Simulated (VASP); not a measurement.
# NaCl (Fm-3m) in VASP: notebook

NaCl is run at these levels: PBEsol; tasks: single point.

Program: VASP 6.6.1. These are calculated values, not measurements. Logs are shortened: lines on timing, memory, paths and dates and some standing lists are left out, and cuts for length are marked.

## Step 1: The cell of the first run

It takes space group Fm-3m (No. 225, cubic). Conventional cell: a = 5.602 Å, b = 5.602 Å, c = 5.602 Å, α = 90.00°, β = 90.00°, γ = 90.00°. Na (site symmetry m-3m) has 6 Cl at 2.80 Å within 3.7 Å. Within 3.7 Å of Cl (site symmetry m-3m) lie 6 Na at 2.80 Å.

## Step 2: Single point, PBEsol

INCAR

```
PREC     = Accurate       # precision mode
ENCUT    = 520            # plane-wave cutoff, eV
EDIFF    = 1E-7           # SCF threshold, eV
ISMEAR   = 0              # smearing method
SIGMA    = 0.02           # smearing width, eV
LREAL    = F              # projectors in reciprocal space
LASPH    = T              # aspherical terms in the spheres
NELM     = 100            # most SCF steps
ALGO     = Normal         # electronic algorithm
ISIF     = 2              # what is computed and relaxed
LWAVE    = F              # write WAVECAR
LCHARG   = T              # write CHGCAR
GGA      = PS             # functional
LELF     = T              # ELF
LVHAR    = T            
NBANDS   = 14             # bands
```

KPOINTS

```
regular mesh
0
Gamma
  8 8 8
```

POSCAR

```
NaCl
1.0
    0.0000000000      2.8009522086      2.8009522086
    2.8009522086      0.0000000000      2.8009522086
    2.8009522086      2.8009522086      0.0000000000
Na Cl
1 1
Direct
    0.0000000000      0.0000000000      0.0000000000
    0.5000000000      0.5000000000      0.5000000000
```

Potentials or basis: VASP PAW PBE potentials, release 64 (Na_pv, Cl).

Launch:

```
$ cat potpaw_PBE.64/Na_pv/POTCAR potpaw_PBE.64/Cl/POTCAR > POTCAR
$ mpirun -np 1 vasp_std > vasp.out
```

OUTCAR:

```text
PREC = Accurate
   ENCUT = 520
   EDIFF = 1E-7
   ISMEAR = 0
   LREAL = F
   LASPH = T
   NELM = 100
   ISIF = 2
   GGA = PS

 ion  position               nearest neighbor table
   1  0.000  0.000  0.000-
   2  0.500  0.500  0.500-

  LATTYP: Found a face centered cubic cell.
 ALAT       =     5.6019044172

  Lattice vectors:

 A1 = (   0.0000000000,   2.8009522086,   2.8009522086)
 A2 = (   2.8009522086,   0.0000000000,   2.8009522086)
 A3 = (   2.8009522086,   2.8009522086,   0.0000000000)

Analysis of symmetry for initial positions (statically):
=====================================================================
 Subroutine PRICEL returns:
 Original cell was already a primitive cell.

 Routine SETGRP: Setting up the symmetry group for a
 face centered cubic supercell.

 Subroutine GETGRP returns: Found 48 space group operations
 (whereof 48 operations were pure point group operations)
 out of a pool of 48 trial point group operations.

The static configuration has the point symmetry O_h .

Analysis of symmetry for dynamics (positions and initial velocities):
=====================================================================
 Subroutine PRICEL returns:
 Original cell was already a primitive cell.

 Routine SETGRP: Setting up the symmetry group for a
 face centered cubic supercell.

 Subroutine GETGRP returns: Found 48 space group operations
 (whereof 48 operations were pure point group operations)
 out of a pool of 48 trial point group operations.

The dynamic configuration has the point symmetry O_h .

 Subroutine INISYM returns: Found 48 space group operations
 (whereof 48 operations are pure point group operations),
 and found     1 'primitive' translations

----------------------------------------------------------------------------------------

                                     Primitive cell

  volume of cell :      43.9488

  direct lattice vectors                    reciprocal lattice vectors
     0.000000000  2.800952209  2.800952209    -0.178510722  0.178510722  0.178510722
     2.800952209  0.000000000  2.800952209     0.178510722 -0.178510722  0.178510722
     2.800952209  2.800952209  0.000000000     0.178510722  0.178510722 -0.178510722

  length of vectors
     3.961144601  3.961144601  3.961144601     0.309189640  0.309189640  0.309189640

  position of ions in fractional coordinates (direct lattice)
     0.000000000  0.000000000  0.000000000
     0.500000000  0.500000000  0.500000000

  ion indices of the primitive-cell ions
   primitive index   ion index
                 1           1
                 2           2

----------------------------------------------------------------------------------------

 KPOINTS: regular mesh

Automatic generation of k-mesh.
 Grid dimensions read from file:
 generate k-points for:    8    8    8

 Generating k-lattice:

  Cartesian coordinates                     Fractional coordinates (reciprocal lattice)
    -0.022313840  0.022313840  0.022313840     0.125000000  0.000000000  0.000000000
     0.022313840 -0.022313840  0.022313840     0.000000000  0.125000000  0.000000000
     0.022313840  0.022313840 -0.022313840     0.000000000  0.000000000  0.125000000

  Length of vectors
     0.038648705  0.038648705  0.038648705

  Shift w.r.t. Gamma in fractional coordinates (k-lattice)
     0.000000000  0.000000000  0.000000000

 Subroutine IBZKPT returns following result:
 ===========================================

 Found     29 irreducible k-points:

 Following reciprocal coordinates:
            Coordinates               Weight
  0.000000  0.000000  0.000000      1.000000
  0.125000  0.000000  0.000000      8.000000
  0.250000  0.000000  0.000000      8.000000
  0.375000  0.000000  0.000000      8.000000
  0.500000  0.000000  0.000000      4.000000
  0.125000  0.125000  0.000000      6.000000
[... 16 lines left out ...]
  0.500000  0.250000  0.125000     48.000000
 -0.375000  0.250000  0.125000     24.000000
 [... further k-points ...]
   k-points           NKPTS =     29   k-points in BZ     NKDIM =     29   number of bands    NBANDS=     14
   number of dos      NEDOS =    301   number of ions     NIONS =      2
   total plane-waves  NPLWV =  27000
   dimension x,y,z NGX =    30 NGY =   30 NGZ =   30
   dimension x,y,z NGXF=    60 NGYF=   60 NGZF=   60
   ions per type =               1   1
   NGX,Y,Z   is equivalent  to a cutoff of  12.59, 12.59, 12.59 a.u.
   NGXF,Y,Z  is equivalent  to a cutoff of  25.18, 25.18, 25.18 a.u.
 SYSTEM =  unknown system
   PREC   = accura    normal or accurate (medium, high low for compatibility)
   ISTART =      0    job   : 0-new  1-cont  2-samecut
   ICHARG =      2    charge: 1-file 2-atom 10-const
   ISPIN  =      1    spin polarized calculation?
   LNONCOLLINEAR =      F non collinear calculations
   LSORBIT =      F    spin-orbit coupling
   LASPH  =      T    aspherical Exc in radial PAW
   ENCUT  =  520.0 eV  38.22 Ry    6.18 a.u.   7.37  7.37  7.37*2*pi/ulx,y,z
   NELM   =    100;   NELMIN=  2; NELMDL= -5     # of ELM steps
   EDIFF  = 0.1E-06   stopping-criterion for ELM
   LREAL  =      F    real-space projection
   EDIFFG = 0.1E-05   stopping-criterion for IOM
   NSW    =      0    number of steps for IOM
   IBRION =     -1    ionic relax: 0-MD 1-quasi-New 2-CG
   NFREE  =      0    steps in history (QN), initial steepest desc. (CG)
   ISIF   =      2    stress and relaxation
   ISYM   =      2    0-nonsym 1-usesym 2-fastsym
   POTIM  = 0.5000    time-step for ionic-motion
   TEBEG  =    0.0;   TEEND  =   0.0 temperature during run
   PSTRESS=    0.0 pullay stress
   NELECT =      14.0000    total number of electrons
   NUPDOWN=      -1.0000    fix difference up-down
   EMIN   =  10.00;   EMAX   =-10.00  energy-range for DOS
   EFERMI =   0.00;   METHOD = LEGACY
   ISMEAR =     0;   SIGMA  =   0.02  broadening in eV -4-tet -1-fermi 0-gaus
   EFERMI_NEDOS =   21; number of points for ismear=-14 and -15
   IALGO  =     38    algorithm
   IMIX   =      4    mixing-type and parameters
     AMIX     =   0.40;   BMIX     =  1.00
     AMIX_MAG =   1.60;   BMIX_MAG =  1.00
  volume/ion in A,a.u.               =      21.97       148.29
  Fermi-wavevector in a.u.,A,eV,Ry     =   1.118069  2.112843 17.008338  1.250078
  Thomas-Fermi vector in A             =   2.254697
   LORBIT       =      0    0 simple, 1 ext, 2 COOP (PROOUT), +10 PAW based schemes
   GGA     = PS    functional components
   LHFCALC =     F    Hartree Fock is set to
   AEXX    =    0.0000 exact exchange contribution
   IVDW    =     0    specifies the selected vdW correction
   LEPSILON=     F    determine dielectric tensor
   LRPA    =     F    only Hartree local field effects (RPA)
 non-spin polarized calculation
 Gauss-broadening in eV      SIGMA  =   0.02
  energy-cutoff  :      520.00
  volume of cell :       43.95
 maximum number of plane-waves:      1243
 NGX is ok and might be reduce to    30
   NGX = 15   NGY = 15   NGZ = 15

 number of electron      14.0000004 magnetization

 Free energy of the ion-electron system (eV)
  ---------------------------------------------------
  ext. energy  EPLUGINS =         0.00000000
  ---------------------------------------------------
  free energy    TOTEN  =        -6.99828128 eV

  energy without entropy =       -6.99828128  energy(sigma->0) =       -6.99828128

 E-fermi :  -0.5591     XC(G=0):  -8.4233

 val. band max:       -0.6665357111   @ k =   0.0000   0.0000   0.0000
 cond. band min:       4.3406225620   @ k =   0.0000   0.0000   0.0000
 fundamental gap:      5.0071582731
 Fermi energy:        -0.5591003494

 k-point     1 :       0.0000    0.0000    0.0000
  band No.  band energies     occupation
      1     -21.2799      2.00000
      2     -21.2799      2.00000
      3     -21.2799      2.00000
      4     -13.3580      2.00000
      5      -0.6665      2.00000
      6      -0.6665      2.00000
      7      -0.6665      2.00000
      8       4.3406      0.00000
      9      10.3504      0.00000
     10      10.3504      0.00000
     11      10.3504      0.00000
     12      12.5978      0.00000
     13      12.5978      0.00000
     14      14.0053      0.00000

 k-point     2 :       0.1250    0.0000    0.0000
  band No.  band energies     occupation
      1     -21.2849      2.00000
      2     -21.2802      2.00000
      3     -21.2802      2.00000
      4     -13.3069      2.00000
      5      -1.0601      2.00000
      6      -0.7100      2.00000
      7      -0.7100      2.00000
      8       4.8534      0.00000
      9       9.7849      0.00000
     10      10.5495      0.00000
     11      10.5495      0.00000
     12      12.3326      0.00000
     13      12.3326      0.00000
     14      14.9851      0.00000

 k-point     3 :       0.2500    0.0000    0.0000
  band No.  band energies     occupation
      1     -21.2969      2.00000
      2     -21.2811      2.00000
      3     -21.2811      2.00000
      4     -13.1798      2.00000
      5      -1.8300      2.00000
      6      -0.8114      2.00000
      7      -0.8114      2.00000
      8       5.8314      0.00000
      9       9.2373      0.00000
     10      10.6590      0.00000
     11      10.6590      0.00000
     12      12.5417      0.00000
     13      12.5417      0.00000
     14      14.9592      0.00000
[... 324 lines left out ...]
 k-point    23 :       0.5000    0.2500    0.1250
  band No.  band energies     occupation
      1     -21.3044      2.00000
      2     -21.2886      2.00000
      3     -21.2839      2.00000
      4     -12.9981      2.00000
      5      -2.2914      2.00000
      6      -1.3954      2.00000
      7      -1.0474      2.00000
      8       7.4098      0.00000
      9       8.8300      0.00000
     10       9.2085      0.00000
     11      11.2195      0.00000
     12      13.0371      0.00000
     13      15.4198      0.00000
     14      15.9396      0.00000

 k-point    24 :      -0.3750    0.2500    0.1250
  band No.  band energies     occupation
      1     -21.3069      2.00000
      2     -21.2891      2.00000
      3     -21.2848      2.00000
      4     -12.9562      2.00000
      5      -2.4141      2.00000
      6      -1.4784      2.00000
      7      -1.1034      2.00000
      8       7.5310      0.00000
      9       8.8752      0.00000
     10       9.5121      0.00000
     11      11.0313      0.00000
     12      13.6607      0.00000
     13      14.9763      0.00000
     14      16.0566      0.00000

 [... further k-points ...]

------------------------ aborting loop because EDIFF is reached ----------------------------------------

  FORCE on cell =-STRESS in cart. coord.  units (eV):
  Direction    XX          YY          ZZ          XY          YZ          ZX
  --------------------------------------------------------------------------------------
  -------------------------------------------------------------------------------------
  Total        0.0054928      0.0054928      0.0054928      0.0000000      0.0000000      0.0000000
  in kB        0.2002442      0.2002442      0.2002442      0.0000000      0.0000000      0.0000000
  external PRESSURE =       0.2002442 kB  Pullay stress =       0.0000000 kB

 VOLUME and BASIS-vectors are now :
 -----------------------------------------------------------------------------
  energy-cutoff  :      520.00
  volume of cell :       43.95
      direct lattice vectors                 reciprocal lattice vectors
     0.000000000  2.800952209  2.800952209    -0.178510722  0.178510722  0.178510722
     2.800952209  0.000000000  2.800952209     0.178510722 -0.178510722  0.178510722
     2.800952209  2.800952209  0.000000000     0.178510722  0.178510722 -0.178510722

 POSITION                                       TOTAL-FORCE (eV/Angst)
 -----------------------------------------------------------------------------------
      0.00000      0.00000      0.00000        -0.000000     -0.000000     -0.000000
      2.80095      2.80095      2.80095         0.000000      0.000000      0.000000
 -----------------------------------------------------------------------------------
    total drift:                               -0.000000      0.000000      0.000000

  FREE ENERGIE OF THE ION-ELECTRON SYSTEM (eV)
  ---------------------------------------------------
  free  energy   TOTEN  =        -6.9982812766 eV

  energy  without entropy=       -6.9982812766  energy(sigma->0) =       -6.99828128
```

Wall time 17 s (1 thread of Intel Xeon Platinum 8259CL at 2.50GHz (Skylake/Cascade Lake), shared host); peak memory 0.16 GiB.

Results:

- Free energy: -6.9983 eV
- Pressure: 0.0 GPa
- Band gap on the k mesh: 5.01 eV, direct

Levels at points of the mesh, in eV from the valence-band top:
```csv
k point,band 3,band 4,band 5,band 6,band 7,band 8,band 9,band 10,band 11,band 12
"(0.00, 0.00, 0.00)",-20.61,-12.69,0.00,0.00,0.00,5.01,11.02,11.02,11.02,13.26
"(0.50, 0.00, 0.00)",-20.62,-12.32,-2.03,-0.28,-0.28,7.11,10.66,10.91,10.91,14.96
"(0.50, 0.50, 0.00)",-20.62,-12.27,-1.76,-0.63,-0.63,7.49,7.87,11.27,14.80,14.80
```

Caveat: the PAW data sets were made with another functional, which shifts forces and pressure a little.

## Step 3: Single point, PBEsol

INCAR

```
ALGO     = Normal         # electronic algorithm
EDIFF    = 1E-6           # SCF threshold, eV
ENCUT    = 520            # plane-wave cutoff, eV
GGA      = PS             # functional
ISIF     = 2              # what is computed and relaxed
ISMEAR   = 0              # smearing method
LASPH    = True           # aspherical terms in the spheres
LCHARG   = False          # write CHGCAR
LREAL    = False          # projectors in reciprocal space
LWAVE    = False          # write WAVECAR
NBANDS   = 14             # bands
NELM     = 100            # most SCF steps
PREC     = Accurate       # precision mode
SIGMA    = 0.01           # smearing width, eV
```

KPOINTS

```
k-points
0
Gamma
  8 8 8
```

POSCAR is that of step 2.

Potentials or basis: VASP PAW PBE potentials, release 64 (Na_pv, Cl).

Launch:

```
$ cat potpaw_PBE.64/Na_pv/POTCAR potpaw_PBE.64/Cl/POTCAR > POTCAR
$ mpirun -np 1 vasp_std > vasp.out
```

Wall time 14 s (1 thread of Intel Xeon Platinum 8259CL at 2.50GHz (Skylake/Cascade Lake), shared host); peak memory 0.16 GiB.

Results (log left out):

* Free energy: -6.9983 eV
* Pressure: 0.0 GPa
* Band gap on the k mesh: 5.01 eV, direct

Levels at points of the mesh, in eV from the valence-band top:
```
           k point  band 3  band 4  band 5  band 6  band 7  band 8  band 9  band 10  band 11  band 12
(0.00, 0.00, 0.00)  -20.61  -12.69    0.00    0.00    0.00    5.01   11.02    11.02    11.02    13.26
(0.50, 0.00, 0.00)  -20.62  -12.32   -2.03   -0.28   -0.28    7.11   10.66    10.91    10.91    14.96
(0.50, 0.50, 0.00)  -20.62  -12.27   -1.76   -0.63   -0.63    7.49    7.87    11.27    14.80    14.80
```

Caveat: the PAW data sets were made with another functional, which shifts forces and pressure a little.
